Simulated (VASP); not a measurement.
Runs of VASP 6.6.1 on KI (zincblende type). The structure is that of space group F-43m (No. 216), or close to it. The cells are those of the table. 

| task | cell | cutoff (eV) | gap on the mesh (eV) | pressure (GPa) |
| --- | --- | --- | --- | --- |
| single point | a = 5.696 Å, angles 60.0°, 2 atoms | 520 | 3.85 | -0.2 |
| electric field gradients | a = 5.649 Å, angles 60.0°, 2 atoms | 520 | 3.89 | 0.0 |
| single point | a = 5.742 Å, angles 60.0°, 2 atoms | 520 | 3.82 | -0.3 |
| single point | a = 5.602 Å, angles 60.0°, 2 atoms | 520 | 3.93 | 0.2 |
| relaxation of cell and atoms | relaxed from a = 4.553 Å, angles 60.0°, 2 atoms | 600 | 3.89 | 0.0 |
| single point | a = 5.553 Å, angles 60.0°, 2 atoms | 520 | (a) | 0.4 |
| electric field gradients | a = 5.742 Å, angles 60.0°, 2 atoms | 520 | 3.82 | -0.3 |
| electric field gradients | a = 5.696 Å, angles 60.0°, 2 atoms | 520 | 3.85 | -0.2 |
| electric field gradients | a = 5.602 Å, angles 60.0°, 2 atoms | 520 | 3.93 | 0.2 |
| single point | a = 5.649 Å, angles 60.0°, 2 atoms | 520 | 3.89 | 0.0 |

Alike in all rows: level PBE; potentials or basis VASP PAW PBE potentials, release 64 (K_sv, I); no spin polarisation; k mesh 9 × 9 × 9; smearing fermi-dirac 0.03 eV.

Task: Estimate the missing entries.

Result: (a) 3.98.

Caveats: spin-orbit coupling is left out, which moves the levels of the heavy elements.

A k mesh can miss the band edges, and the runs leave out spin-orbit coupling on I.
